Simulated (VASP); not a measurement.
# Bi2Te3 in VASP: a series of runs

Runs on Bi2Te3. Level: PBE. Tasks: single point.

All numbers are computed with VASP 6.6.1; they aren't measurements. Logs are shortened: lines on timing, memory, paths and dates and some standing lists are left out, and cuts for length are marked.

### Step 1. The cell of the first run

The cell holds a slab with vacuum, 10 atoms: a = 4.469 Å, b = 4.469 Å, c = 39.466 Å, α = 90.00°, β = 90.00°, γ = 120.00°.

### Step 2. Single point, PBE

INCAR reads:

```
ALGO = Normal
DIPOL = 0.5 0.5 0.500
EDIFF = 1E-6
ENCUT = 520
GGA = PE
IDIPOL = 3
ISIF = 2
ISMEAR = 0
LASPH = True
LCHARG = False
LDIPOL = True
LREAL = False
LWAVE = False
NBANDS = 59
NELM = 60
PREC = Accurate
SIGMA = 0.1
```

KPOINTS reads:

```
k-points
0
Gamma
  9 9 1
```

POSCAR reads:

```
Bi2Te3
1.0
    4.4688131177      0.0000000000      0.0000000000
   -2.2344065589      3.8701056847      0.0000000000
    0.0000000000      0.0000000000     39.4659178032
Bi Te
4 6
Direct
    0.6666666667      0.3333333333      0.2787215048
    0.0000000000      0.0000000000      0.4715271884
    0.3333333333      0.6666666667      0.5284728116
    0.6666666667      0.3333333333      0.7212784952
    0.0000000000      0.0000000000      0.3241170072
    0.3333333333      0.6666666667      0.3751247239
    0.6666666667      0.3333333333      0.4261314194
    0.6666666667      0.3333333333      0.5738683139
    0.0000000000      0.0000000000      0.6248760306
    0.3333333333      0.6666666667      0.6758827261
```

Potentials or basis: VASP PAW PBE potentials, release 64 (Bi_d, Te).

The run is started by

```console
cat potpaw_PBE.64/Bi_d/POTCAR potpaw_PBE.64/Te/POTCAR > POTCAR
mpirun -np 1 vasp_std > vasp.out
```

OUTCAR:

```text
EDIFF = 1E-6
   ENCUT = 520
   GGA = PE
   ISIF = 2
   ISMEAR = 0
   LASPH = True
   LREAL = False
   NELM = 60
   PREC = Accurate

 ion  position               nearest neighbor table
   1  0.667  0.333  0.279-   5 3.14   5 3.14   5 3.14
   2  0.000  0.000  0.472-   7 3.14   7 3.14   7 3.14   3 3.42   3 3.42   3 3.42
   3  0.333  0.667  0.528-   8 3.14   8 3.14   8 3.14   2 3.42   2 3.42   2 3.42
   4  0.667  0.333  0.721-  10 3.14  10 3.14  10 3.14
   5  0.000  0.000  0.324-   1 3.14   1 3.14   1 3.14   6 3.27   6 3.27   6 3.27
   6  0.333  0.667  0.375-   7 3.27   7 3.27   7 3.27   5 3.27   5 3.27   5 3.27
   7  0.667  0.333  0.426-   2 3.14   2 3.14   2 3.14   6 3.27   6 3.27   6 3.27
   8  0.667  0.333  0.574-   3 3.14   3 3.14   3 3.14   9 3.27   9 3.27   9 3.27
   9  0.000  0.000  0.625-  10 3.27  10 3.27  10 3.27   8 3.27   8 3.27   8 3.27
  10  0.333  0.667  0.676-   4 3.14   4 3.14   4 3.14   9 3.27   9 3.27   9 3.27

  LATTYP: Found a hexagonal cell.
 ALAT       =     4.4688131177
 C/A-ratio  =     8.8314093169

  Lattice vectors:

 A1 = (   4.4688131177,   0.0000000000,   0.0000000000)
 A2 = (  -2.2344065589,   3.8701056847,   0.0000000000)
 A3 = (   0.0000000000,   0.0000000000,  39.4659178032)

Analysis of symmetry for initial positions (statically):
=====================================================================
 Subroutine PRICEL returns:
 Original cell was already a primitive cell.

 Routine SETGRP: Setting up the symmetry group for a
 hexagonal supercell.

 Subroutine GETGRP returns: Found 12 space group operations
 (whereof  6 operations were pure point group operations)
 out of a pool of 24 trial point group operations.

The static configuration has the point symmetry C_3v.
 The point group associated with its full space group is D_3d.

Analysis of symmetry for dynamics (positions and initial velocities):
=====================================================================
 Subroutine PRICEL returns:
 Original cell was already a primitive cell.

 Routine SETGRP: Setting up the symmetry group for a
 hexagonal supercell.

 Subroutine GETGRP returns: Found 12 space group operations
 (whereof  6 operations were pure point group operations)
 out of a pool of 24 trial point group operations.

The dynamic configuration has the point symmetry C_3v.
 The point group associated with its full space group is D_3d.

 Subroutine INISYM returns: Found 12 space group operations
 (whereof  6 operations are pure point group operations),
 and found     1 'primitive' translations

[... 112 lines left out ...]
   ISMEAR =     0;   SIGMA  =   0.10  broadening in eV -4-tet -1-fermi 0-gaus
   EFERMI_NEDOS =   21; number of points for ismear=-14 and -15
   IALGO  =     38    algorithm
   IMIX   =      4    mixing-type and parameters
     AMIX     =   0.40;   BMIX     =  1.00
     AMIX_MAG =   1.60;   BMIX_MAG =  1.00
  volume/ion in A,a.u.               =      68.26       460.61
  Fermi-wavevector in a.u.,A,eV,Ry     =   0.851372  1.608860  9.861975  0.724835
  Thomas-Fermi vector in A             =   1.967495
   LORBIT       =      0    0 simple, 1 ext, 2 COOP (PROOUT), +10 PAW based schemes
   GGA     = PE    functional components
   LHFCALC =     F    Hartree Fock is set to
   AEXX    =    0.0000 exact exchange contribution
   IVDW    =     0    specifies the selected vdW correction
   LEPSILON=     F    determine dielectric tensor
   LRPA    =     F    only Hartree local field effects (RPA)
 non-spin polarized calculation
 Gauss-broadening in eV      SIGMA  =   0.10
  energy-cutoff  :      520.00
  volume of cell :      682.55
 maximum number of plane-waves:     18431
 NGX is ok and might be reduce to    36
   NGX = 17   NGY = 17   NGZ =147

 number of electron      96.0000015 magnetization

 dipolmoment           0.000000      0.000000     -0.000062 electrons x Angstroem

 Free energy of the ion-electron system (eV)
  ---------------------------------------------------
  ext. energy  EPLUGINS =         0.00000000
  ---------------------------------------------------
  free energy    TOTEN  =       -33.62630490 eV

  energy without entropy =      -33.60975375  energy(sigma->0) =      -33.61802932

 E-fermi :   1.0211     XC(G=0):  -5.0874

 val. band max:        1.0150996700   @ k =   0.1111  -0.0000   0.0000
 cond. band min:       1.2633966877   @ k =   0.1111   0.1111   0.0000
 fundamental gap:      0.2482970177
 Fermi energy:         1.0211454540

 k-point     1 :       0.0000    0.0000    0.0000
  band No.  band energies     occupation
      1     -21.8032      2.00000
      2     -21.8032      2.00000
      3     -21.8025      2.00000
      4     -21.8025      2.00000
      5     -21.7955      2.00000
      6     -21.7955      2.00000
[... 733 lines left out ...]
     58       4.8609      0.00000
     59       4.8690      0.00000

------------------------ aborting loop because EDIFF is reached ----------------------------------------

 vacuum level on the upper side and lower side of the slab       (xc-potential included)        -0.005        -0.005

  FORCE on cell =-STRESS in cart. coord.  units (eV):
  Direction    XX          YY          ZZ          XY          YZ          ZX
  --------------------------------------------------------------------------------------
  -------------------------------------------------------------------------------------
  Total       -2.8959426     -2.8959426     -1.5352483      0.0000000      0.0000000      0.0000000
  in kB       -6.7977205     -6.7977205     -3.6037278      0.0000000      0.0000000      0.0000000
  external PRESSURE =      -5.7330563 kB  Pullay stress =       0.0000000 kB

 VOLUME and BASIS-vectors are now :
 -----------------------------------------------------------------------------
  energy-cutoff  :      520.00
  volume of cell :      682.55
      direct lattice vectors                 reciprocal lattice vectors
     4.468813118  0.000000000  0.000000000     0.223773063  0.129195438  0.000000000
    -2.234406559  3.870105685  0.000000000     0.000000000  0.258390876  0.000000000
     0.000000000  0.000000000 39.465917803     0.000000000  0.000000000  0.025338319

 POSITION                                       TOTAL-FORCE (eV/Angst)
 -----------------------------------------------------------------------------------
      2.23441      1.29004     11.00000        -0.000000     -0.000000      0.336201
      0.00000      0.00000     18.60925        -0.000000      0.000000     -0.162591
     -0.00000      2.58007     20.85666         0.000000     -0.000000      0.162591
      2.23441      1.29004     28.46592         0.000000      0.000000     -0.336201
      0.00000      0.00000     12.79158         0.000000     -0.000000     -0.323914
     -0.00000      2.58007     14.80464         0.000000     -0.000000     -0.041193
      2.23441      1.29004     16.81767        -0.000000      0.000000      0.146455
      2.23441      1.29004     22.64824         0.000000     -0.000000     -0.146455
      0.00000      0.00000     24.66131        -0.000000      0.000000      0.041193
     -0.00000      2.58007     26.67433         0.000000      0.000000      0.323914
 -----------------------------------------------------------------------------------
    total drift:                               -0.000000      0.000000     -0.003319

  FREE ENERGIE OF THE ION-ELECTRON SYSTEM (eV)
  ---------------------------------------------------
  free  energy   TOTEN  =       -33.6263048995 eV

  energy  without entropy=      -33.6097537453  energy(sigma->0) =      -33.61802932

 vacuum level on the upper side and lower side of the slab         5.102         5.102
```

OSZICAR:

```text
N       E                     dE             d eps       ncg     rms          rms(c)
DAV:   1     0.846026375854E+03    0.84603E+03   -0.41121E+04  1728   0.136E+03
DAV:   2     0.532278036408E+02   -0.79280E+03   -0.77343E+03  1677   0.321E+02
DAV:   3    -0.293899544702E+02   -0.82618E+02   -0.80593E+02  1720   0.127E+02
DAV:   4    -0.337553791432E+02   -0.43654E+01   -0.43090E+01  1776   0.292E+01
[... 23 lines left out ...]
DAV:  28    -0.336262973530E+02   -0.11338E-04   -0.13203E-06   971   0.348E-03    0.101E-02
DAV:  29    -0.336262995992E+02   -0.22462E-05   -0.28509E-07   999   0.242E-03    0.110E-02
DAV:  30    -0.336263014785E+02   -0.18794E-05   -0.14062E-07   815   0.196E-03    0.100E-02
DAV:  31    -0.336263047250E+02   -0.32464E-05   -0.27105E-07   949   0.179E-03    0.820E-03
DAV:  32    -0.336263048995E+02   -0.17459E-06   -0.36994E-08   801   0.983E-04
   1 F= -.33626305E+02 E0= -.33618029E+02  d E =-.165512E-01
```

It took 15 min on 1 thread of Intel Xeon 6975P-C (Granite Rapids), shared host; peak memory 0.92 GiB.

What came out:

| Quantity | Value |
| --- | --- |
| Free energy | -33.6263 eV |
| Largest force | 0.336 eV/Å |
| Band gap on the k mesh | zero (bands 48 and 49 overlap by 0.13 eV) |

Forces in eV/Å, atoms in the order of the input:
```
Bi   0.000  0.000  0.336
Bi   0.000  0.000 -0.163
Bi   0.000  0.000  0.163
Bi   0.000  0.000 -0.336
Te   0.000  0.000 -0.324
Te   0.000  0.000 -0.041
Te   0.000  0.000  0.146
Te   0.000  0.000 -0.146
Te   0.000  0.000  0.041
Te   0.000  0.000  0.324
```

Levels at points of the mesh, in eV from the Fermi level:
| k point | band 46 | band 47 | band 48 | band 49 | band 50 | band 51 |
| --- | --- | --- | --- | --- | --- | --- |
| (0.00, 0.00, 0.00) | -0.43 | -0.39 | -0.39 | -0.19 | 0.57 | 0.57 |

Caveat: spin-orbit coupling is left out, which moves the levels of the heavy elements.

### Step 3. Single point, PBE

This run uses another cell than the first one, of 35.40 Å³/atom.

INCAR reads:

```
SYSTEM = Bi2Te3
PREC     = Accurate       ! precision mode
ENCUT    = 400            ! plane-wave cutoff, eV
EDIFF    = 1E-6           ! SCF threshold, eV
ISMEAR   = 0              ! smearing method
SIGMA    = 0.1            ! smearing width, eV
LREAL    = .FALSE.        ! projectors in reciprocal space
LASPH    = .TRUE.         ! aspherical terms in the spheres
NELM     = 120            ! most SCF steps
ALGO     = Normal         ! electronic algorithm
ISIF     = 2              ! what is computed and relaxed
LWAVE    = .FALSE.        ! write WAVECAR
LCHARG   = .TRUE.         ! write CHGCAR
LDIPOL   = .TRUE.       
IDIPOL   = 3            
DIPOL    = 0.5 0.5 0.500
GGA      = PE             ! functional
LELF     = .TRUE.         ! ELF
LVHAR    = .TRUE.       
LVACPOTAV= .TRUE.       
NBANDS   = 59             ! bands
GGA_COMPAT= .FALSE.      
NELMDL   = -8
```

KPOINTS reads:

```
regular mesh
0
G
  9 9 1
  0 0 0
```

POSCAR reads:

```
Bi2Te3
1.0
    4.4688133036      0.0000000000      0.0000000000
   -2.2344066518      3.8701058457      0.0000000000
    0.0000000000      0.0000000000     20.4659164882
Bi Te
4 6
Direct
    0.6666666667      0.3333333333      0.0732925887
    0.0000000000      0.0000000000      0.4450938142
    0.3333333333      0.6666666667      0.5549061858
    0.6666666667      0.3333333333      0.9267074113
    0.0000000000      0.0000000000      0.1608320450
    0.3333333333      0.6666666667      0.2591939273
    0.6666666667      0.3333333333      0.3575538432
    0.6666666667      0.3333333333      0.6424456420
    0.0000000000      0.0000000000      0.7408075244
    0.3333333333      0.6666666667      0.8391674402
```

Potentials or basis: VASP PAW PBE potentials, release 64 (Bi_d, Te).

The run is started by

```console
cat potpaw_PBE.64/Bi_d/POTCAR potpaw_PBE.64/Te/POTCAR > POTCAR
mpirun -np 1 vasp_std > vasp.out
```

Wall time 2.4 min (1 thread of Intel Xeon 6975P-C (Granite Rapids), shared host); peak memory 0.4 GiB.

It converged, with:

- Free energy: -33.8506 eV
- Largest force: 0.902 eV/Å
- Band gap on the k mesh: zero (bands 48 and 49 overlap by 0.27 eV)

Forces in eV/Å, atoms in the order of the input:
```
Bi   0.000  0.000  0.902
Bi   0.000  0.000 -0.096
Bi   0.000  0.000  0.096
Bi   0.000  0.000 -0.902
Te   0.000  0.000 -0.080
Te   0.000  0.000 -0.034
Te   0.000  0.000  0.091
Te   0.000  0.000 -0.091
Te   0.000  0.000  0.034
Te   0.000  0.000  0.080
```

Levels at points of the mesh, in eV from the Fermi level:
```tsv
k point	band 45	band 46	band 47	band 48	band 49	band 50	band 51	band 52
(0.00, 0.00, 0.00)	-0.78	-0.74	-0.74	-0.61	0.07	0.41	0.41	0.64
```

Caveat: spin-orbit coupling is left out, which moves the levels of the heavy elements.

### Step 4. Single point, PBE

This run uses another cell than the first one.

INCAR reads:

```
SYSTEM = Bi2Te3
PREC = Accurate ; ENCUT = 520
EDIFF = 1E-6 ; ISMEAR = 0
SIGMA = 0.1 ; LREAL = .False.
LASPH = .True. ; NELM = 60
ALGO = Normal ; ISIF = 2
LWAVE = .False. ; LCHARG = .False.
LDIPOL = .True. ; IDIPOL = 3
DIPOL = 0.5 0.5 0.500 ; GGA = PE
NBANDS = 59
```

KPOINTS reads:

```
Automatic mesh
0
Gamma
  9 9 1
  0 0 0
```

POSCAR reads:

```
Bi2Te3
1.0
    4.4688131177      0.0000000000      0.0000000000
   -2.2344065589      3.8701056847      0.0000000000
    0.0000000000      0.0000000000     32.4659178032
Bi Te
4 6
Direct
    0.6666666667      0.3333333333      0.2310114886
    0.0000000000      0.0000000000      0.4653881449
    0.3333333333      0.6666666667      0.5346118551
    0.6666666667      0.3333333333      0.7689885114
    0.0000000000      0.0000000000      0.2861947480
    0.3333333333      0.6666666667      0.3482002753
    0.6666666667      0.3333333333      0.4102045613
    0.6666666667      0.3333333333      0.5897951145
    0.0000000000      0.0000000000      0.6518006418
    0.3333333333      0.6666666667      0.7138049278
```

Potentials or basis: VASP PAW PBE potentials, release 64 (Bi_d, Te).

The run is started by

```console
cat potpaw_PBE.64/Bi_d/POTCAR potpaw_PBE.64/Te/POTCAR > POTCAR
mpirun -np 1 vasp_std > vasp.out
```

OUTCAR:

```text
SYSTEM = Bi2Te3
   PREC = Accurate
   ENCUT = 520
   EDIFF = 1E-6
   ISMEAR = 0
   LREAL = .False.
   LASPH = .True.
   NELM = 60
   ISIF = 2
   GGA = PE

 ion  position               nearest neighbor table
   1  0.667  0.333  0.231-   5 3.14   5 3.14   5 3.14
   2  0.000  0.000  0.465-   7 3.14   7 3.14   7 3.14   3 3.42   3 3.42   3 3.42
   3  0.333  0.667  0.535-   8 3.14   8 3.14   8 3.14   2 3.42   2 3.42   2 3.42
   4  0.667  0.333  0.769-  10 3.14  10 3.14  10 3.14
   5  0.000  0.000  0.286-   1 3.14   1 3.14   1 3.14   6 3.27   6 3.27   6 3.27
   6  0.333  0.667  0.348-   7 3.27   7 3.27   7 3.27   5 3.27   5 3.27   5 3.27
   7  0.667  0.333  0.410-   2 3.14   2 3.14   2 3.14   6 3.27   6 3.27   6 3.27
   8  0.667  0.333  0.590-   3 3.14   3 3.14   3 3.14   9 3.27   9 3.27   9 3.27
   9  0.000  0.000  0.652-  10 3.27  10 3.27  10 3.27   8 3.27   8 3.27   8 3.27
[... 960 lines left out ...]
  volume of cell :      561.49
      direct lattice vectors                 reciprocal lattice vectors
     4.468813118  0.000000000  0.000000000     0.223773063  0.129195438  0.000000000
    -2.234406559  3.870105685  0.000000000     0.000000000  0.258390876  0.000000000
     0.000000000  0.000000000 32.465917803     0.000000000  0.000000000  0.030801532

 POSITION                                       TOTAL-FORCE (eV/Angst)
 -----------------------------------------------------------------------------------
      2.23441      1.29004      7.50000        -0.000000      0.000000      0.336471
      0.00000      0.00000     15.10925        -0.000000      0.000000     -0.162545
     -0.00000      2.58007     17.35666         0.000000     -0.000000      0.162545
      2.23441      1.29004     24.96592         0.000000     -0.000000     -0.336471
      0.00000      0.00000      9.29158        -0.000000     -0.000000     -0.323683
     -0.00000      2.58007     11.30464        -0.000000      0.000000     -0.041112
      2.23441      1.29004     13.31767        -0.000000     -0.000000      0.146533
      2.23441      1.29004     19.14824        -0.000000      0.000000     -0.146533
      0.00000      0.00000     21.16131         0.000000     -0.000000      0.041112
     -0.00000      2.58007     23.17433         0.000000     -0.000000      0.323683
 -----------------------------------------------------------------------------------
    total drift:                               -0.000000      0.000000     -0.003398

  FREE ENERGIE OF THE ION-ELECTRON SYSTEM (eV)
  ---------------------------------------------------
  free  energy   TOTEN  =       -33.6283214656 eV

  energy  without entropy=      -33.6117698650  energy(sigma->0) =      -33.62004567

 vacuum level on the upper side and lower side of the slab         5.990         5.991
```

stdout:

```text
POSCAR found type information on POSCAR BiTe
 POSCAR found :  2 types and      10 ions
 scaLAPACK will be used
 LDA part: xc-table for (Slater+PW92), standard interpolation
 POSCAR, INCAR and KPOINTS ok, starting setup
 FFT: planning ... GRIDC
 FFT: planning ... GRID_SOFT
 FFT: planning ... GRID
 WAVECAR not read
 entering main loop
```

It took 13 min on 1 thread of Intel Xeon 6975P-C (Granite Rapids), shared host; peak memory 0.84 GiB.

Results:

- Free energy: -33.6283 eV
- Largest force: 0.336 eV/Å
- Band gap on the k mesh: zero (bands 48 and 49 overlap by 0.13 eV)

Forces on the atoms (eV/Å):
```
Bi   0.000  0.000  0.336
Bi   0.000  0.000 -0.163
Bi   0.000  0.000  0.163
Bi   0.000  0.000 -0.336
Te   0.000  0.000 -0.324
Te   0.000  0.000 -0.041
Te   0.000  0.000  0.147
Te   0.000  0.000 -0.147
Te   0.000  0.000  0.041
Te   0.000  0.000  0.324
```

Caveat: spin-orbit coupling is left out, which moves the levels of the heavy elements.

### Step 5. Overview

```csv
cell,cutoff (eV),gap on the mesh (eV),largest force (eV/Å)
"a = 4.469, b = 4.469, c = 39.466 Å, angles 90.0, 90.0, 120.0°, 10 atoms",520,none,0.34
"a = 4.469, b = 4.469, c = 20.466 Å, angles 90.0, 90.0, 120.0°, 10 atoms",400,none,0.90
"a = 4.469, b = 4.469, c = 32.466 Å, angles 90.0, 90.0, 120.0°, 10 atoms",520,none,0.34
```

Alike in all rows: task single point; level PBE; potentials or basis VASP PAW PBE potentials, release 64 (Bi_d, Te); no spin polarisation; k mesh 9 × 9 × 1; smearing gaussian 0.1 eV.

Caveats: spin-orbit coupling is left out, which moves the levels of the heavy elements.

Total energies depend on the potentials used, so only differences within one code and one set of settings carry meaning.
